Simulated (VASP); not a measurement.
# SnO (P1) in VASP: single point with LDA

Aim: the single point of SnO with LDA.

Everything below comes from runs of VASP 6.6.1. Logs are shortened: lines on timing, memory, paths and dates and some standing lists are left out, and cuts for length are marked.

### Step 1. The cell of the first run

The typed cell holds 4 atoms: a = 3.297 Å, b = 5.671 Å, c = 3.991 Å, α = 89.73°, β = 85.76°, γ = 88.81°.

### Step 2. Single point, LDA (atoms moved at random and the cell strained at random)

Input file INCAR:

```
  PREC = Accurate
  ENCUT = 520
  EDIFF = 1E-6
  ISMEAR = 0
  SIGMA = 0.05
  LREAL = F
  LASPH = T
  NELM = 60
  ALGO = Normal
  ISIF = 2
  LWAVE = F
  LCHARG = F
  NBANDS = 28
```

Input file KPOINTS:

```
Automatic mesh
0
Gamma
  8 6 6
```

Input file POSCAR:

```
SnO
1.0
    3.2947296765      0.0345498169      0.1196505400
    0.0584318814      5.6708029998      0.0118825040
    0.1505693704      0.0088414973      3.9880210846
Sn O
2 2
Direct
    0.0079723308      0.2317168930      0.5112960176
    0.5055998716      0.7799418829      0.0088818814
   -0.0058205024      0.8874335333      0.7392167085
    0.4922483000      0.1009076909      0.2406073925
```

Potentials or basis: VASP PAW LDA potentials, release 64 (Sn_d, O).

Run with:

```sh
$ cat potpaw_LDA.64/Sn_d/POTCAR potpaw_LDA.64/O/POTCAR > POTCAR
$ mpirun -np 1 vasp_std > vasp.out
```

OUTCAR:

```text
PREC = Accurate
   ENCUT = 520
   EDIFF = 1E-6
   ISMEAR = 0
   LREAL = F
   LASPH = T
   NELM = 60
   ISIF = 2

 ion  position               nearest neighbor table
   1  0.008  0.232  0.511-   4 1.99   3 2.15   4 2.22   2 3.56   2 3.59   2 3.67   2 3.75
   2  0.506  0.780  0.009-   3 1.98   4 2.04   3 2.14   1 3.56   1 3.59   1 3.67   1 3.75
   3  0.994  0.887  0.739-   2 1.98   2 2.14   1 2.15
   4  0.492  0.101  0.241-   1 1.99   2 2.04   1 2.22

  LATTYP: Found a triclinic cell.
 ALAT       =     6.9192467354
 B/A-ratio  =     0.8196147208
 C/A-ratio  =     1.2150777778
 COS(alpha) =     0.0037168189
 COS(beta)  =     0.5338861873
 COS(gamma) =     0.8169051257

  Lattice vectors:

 A1 = (  -0.0921374890,   5.6619615025,  -3.9761385806)
 A2 = (   0.0584318814,   5.6708029998,   0.0118825040)
 A3 = (   2.9935909357,   0.0168668223,  -7.8563916292)

Analysis of symmetry for initial positions (statically):
=====================================================================
 Subroutine PRICEL returns:
 Original cell was already a primitive cell.

 Routine SETGRP: Setting up the symmetry group for a
 triclinic supercell.

 Subroutine GETGRP returns: Found  1 space group operations
 (whereof  1 operations were pure point group operations)
 out of a pool of  2 trial point group operations.

The static configuration has the point symmetry C_1 .

Analysis of symmetry for dynamics (positions and initial velocities):
=====================================================================
 Subroutine PRICEL returns:
 Original cell was already a primitive cell.

 Routine SETGRP: Setting up the symmetry group for a
 triclinic supercell.

 Subroutine GETGRP returns: Found  1 space group operations
 (whereof  1 operations were pure point group operations)
 out of a pool of  2 trial point group operations.

The dynamic configuration has the point symmetry C_1 .

 Subroutine INISYM returns: Found  1 space group operations
 (whereof  1 operations are pure point group operations),
 and found     1 'primitive' translations

----------------------------------------------------------------------------------------

                                     Primitive cell

  volume of cell :      74.4008

  direct lattice vectors                    reciprocal lattice vectors
     3.294729676  0.034549817  0.119650540     0.303964149 -0.003108010 -0.011469401
     0.058431881  5.670803000  0.011882504    -0.001837715  0.176361479 -0.000321612
     0.150569370  0.008841497  3.988021085    -0.009114204 -0.000432230  0.251096000

  length of vectors
[... 84 lines left out ...]
   ENCUT  =  520.0 eV  38.22 Ry    6.18 a.u.   6.13 10.54  7.42*2*pi/ulx,y,z
   NELM   =     60;   NELMIN=  2; NELMDL= -5     # of ELM steps
   EDIFF  = 0.1E-05   stopping-criterion for ELM
   LREAL  =      F    real-space projection
   EDIFFG = 0.1E-04   stopping-criterion for IOM
   NSW    =      0    number of steps for IOM
   IBRION =     -1    ionic relax: 0-MD 1-quasi-New 2-CG
   NFREE  =      0    steps in history (QN), initial steepest desc. (CG)
   ISIF   =      2    stress and relaxation
   ISYM   =      2    0-nonsym 1-usesym 2-fastsym
   POTIM  = 0.5000    time-step for ionic-motion
   TEBEG  =    0.0;   TEEND  =   0.0 temperature during run
   PSTRESS=    0.0 pullay stress
   NELECT =      40.0000    total number of electrons
   NUPDOWN=      -1.0000    fix difference up-down
   EMIN   =  10.00;   EMAX   =-10.00  energy-range for DOS
   EFERMI =   0.00;   METHOD = LEGACY
   ISMEAR =     0;   SIGMA  =   0.05  broadening in eV -4-tet -1-fermi 0-gaus
   EFERMI_NEDOS =   21; number of points for ismear=-14 and -15
   IALGO  =     38    algorithm
   IMIX   =      4    mixing-type and parameters
     AMIX     =   0.40;   BMIX     =  1.00
     AMIX_MAG =   1.60;   BMIX_MAG =  1.00
  volume/ion in A,a.u.               =      18.60       125.52
  Fermi-wavevector in a.u.,A,eV,Ry     =   1.331176  2.515559 24.109941  1.772031
  Thomas-Fermi vector in A             =   2.460207
   LORBIT       =      0    0 simple, 1 ext, 2 COOP (PROOUT), +10 PAW based schemes
   GGA     = CA    functional components
   LHFCALC =     F    Hartree Fock is set to
   AEXX    =    0.0000 exact exchange contribution
   IVDW    =     0    specifies the selected vdW correction
   LEPSILON=     F    determine dielectric tensor
   LRPA    =     F    only Hartree local field effects (RPA)
 non-spin polarized calculation
 Gauss-broadening in eV      SIGMA  =   0.05
  energy-cutoff  :      520.00
  volume of cell :       74.40
 maximum number of plane-waves:      2022
 NGX is ok and might be reduce to    28
   NGX = 13   NGY = 21   NGZ = 15

 number of electron      40.0000000 magnetization

 Free energy of the ion-electron system (eV)
  ---------------------------------------------------
  ext. energy  EPLUGINS =         0.00000000
  ---------------------------------------------------
  free energy    TOTEN  =       -25.01440816 eV

  energy without entropy =      -25.01440816  energy(sigma->0) =      -25.01440816

 E-fermi :   5.7663     XC(G=0): -10.3121

 val. band max:        5.5627244893   @ k =   0.0000   0.0000   0.0000
 cond. band min:       6.9052496119   @ k =   0.3750   0.5000   0.0000
 fundamental gap:      1.3425251226
 Fermi energy:         5.7663140242

 k-point     1 :       0.0000    0.0000    0.0000
  band No.  band energies     occupation
      1     -16.0227      2.00000
      2     -15.5441      2.00000
      3     -15.4374      2.00000
      4     -15.3567      2.00000
      5     -15.3086      2.00000
      6     -15.2680      2.00000
[... 733 lines left out ...]
     27      14.4738      0.00000
     28      15.8490      0.00000

 [... further k-points ...]
[... 5 lines left out ...]
  --------------------------------------------------------------------------------------
  -------------------------------------------------------------------------------------
  Total        2.7918249      1.8178484      1.8265760     -0.3148879      0.3284149     -2.9283678
  in kB       60.1202982     39.1462914     39.3342342     -6.7809257      7.0722206    -63.0606688
  external PRESSURE =      46.2002746 kB  Pullay stress =       0.0000000 kB

 VOLUME and BASIS-vectors are now :
 -----------------------------------------------------------------------------
  energy-cutoff  :      520.00
  volume of cell :       74.40
      direct lattice vectors                 reciprocal lattice vectors
     3.294729676  0.034549817  0.119650540     0.303964149 -0.003108010 -0.011469401
     0.058431881  5.670803000  0.011882504    -0.001837715  0.176361479 -0.000321612
     0.150569370  0.008841497  3.988021085    -0.009114204 -0.000432230  0.251096000

 POSITION                                       TOTAL-FORCE (eV/Angst)
 -----------------------------------------------------------------------------------
      0.11679      1.31882      2.04277        -1.117642      0.495514      0.578909
      1.71273      4.44044      0.10518        -1.068463     -1.818296      0.779718
      3.43871      5.07335      3.07751         1.147384      0.995438     -0.995438
      1.66395      0.59136      1.01964         1.038721      0.327344     -0.363189
 -----------------------------------------------------------------------------------
    total drift:                                0.000137      0.000253      0.001098

  FREE ENERGIE OF THE ION-ELECTRON SYSTEM (eV)
  ---------------------------------------------------
  free  energy   TOTEN  =       -25.0144081636 eV

  energy  without entropy=      -25.0144081636  energy(sigma->0) =      -25.01440816
```

stdout:

```text
POSCAR found type information on POSCAR SnO
 POSCAR found :  2 types and       4 ions
 scaLAPACK will be used
 LDA part: xc-table for (Slater(with rela. corr.)+CA(PZ))
 , standard interpolation
 POSCAR, INCAR and KPOINTS ok, starting setup
 FFT: planning ... GRIDC
 FFT: planning ... GRID_SOFT
 FFT: planning ... GRID
 WAVECAR not read
 entering main loop
```

It took 5 min on 1 thread of AMD EPYC 9R45 (Zen 5), shared host; peak memory 0.31 GiB.

Results:

```
Free energy            : -25.0144 eV
Pressure               : 4.6 GPa
Largest force          : 2.249 eV/Å
Band gap on the k mesh : 1.34 eV, indirect (least direct gap 2.02 eV)
```

Forces on the atoms (eV/Å):
```
Sn  -1.118  0.496  0.579
Sn  -1.068 -1.818  0.780
O    1.147  0.995 -0.995
O    1.039  0.327 -0.363
```

Stress tensor (GPa, compression positive):
```
 6.01 -0.68 -6.31
-0.68  3.91  0.71
-6.31  0.71  3.93
```

Levels at points of the mesh, in eV from the valence-band top:
| k point | band 16 | band 17 | band 18 | band 19 | band 20 | band 21 | band 22 | band 23 | band 24 | band 25 |
| --- | --- | --- | --- | --- | --- | --- | --- | --- | --- | --- |
| (0.00, 0.00, 0.00) | -4.70 | -4.22 | -3.32 | -2.58 | 0.00 | 2.66 | 3.07 | 5.85 | 6.06 | 8.08 |
| (0.50, 0.00, 0.00) | -4.98 | -3.27 | -3.19 | -1.58 | -1.15 | 2.32 | 2.83 | 5.46 | 5.98 | 6.83 |
| (0.00, 0.50, 0.00) | -4.50 | -4.05 | -3.34 | -2.17 | -1.73 | 3.14 | 4.20 | 4.72 | 5.26 | 7.15 |
| (0.50, 0.50, 0.00) | -4.86 | -3.30 | -3.22 | -1.31 | -0.91 | 1.78 | 2.17 | 6.24 | 6.65 | 7.37 |
| (0.00, 0.00, 0.50) | -4.02 | -3.89 | -3.84 | -2.08 | -1.68 | 2.24 | 2.44 | 5.08 | 5.41 | 8.10 |
| (0.50, 0.00, 0.50) | -4.67 | -3.83 | -3.63 | -1.43 | -0.78 | 1.85 | 2.32 | 4.06 | 4.97 | 6.86 |
| (0.00, 0.50, 0.50) | -3.92 | -3.61 | -3.49 | -1.90 | -1.41 | 1.64 | 1.90 | 5.39 | 5.92 | 8.11 |
| (0.50, 0.50, 0.50) | -4.80 | -4.11 | -3.83 | -0.71 | -0.32 | 2.07 | 2.76 | 3.97 | 4.19 | 6.03 |

Caveat: the cell differs from its parent crystal (atoms moved at random and the cell strained at random); spin-orbit coupling is left out, which moves the levels of the heavy elements; forces of over 1 eV/Å act on the atoms, so gaps and moduli don't describe the material at rest. A k mesh can miss the band edges.
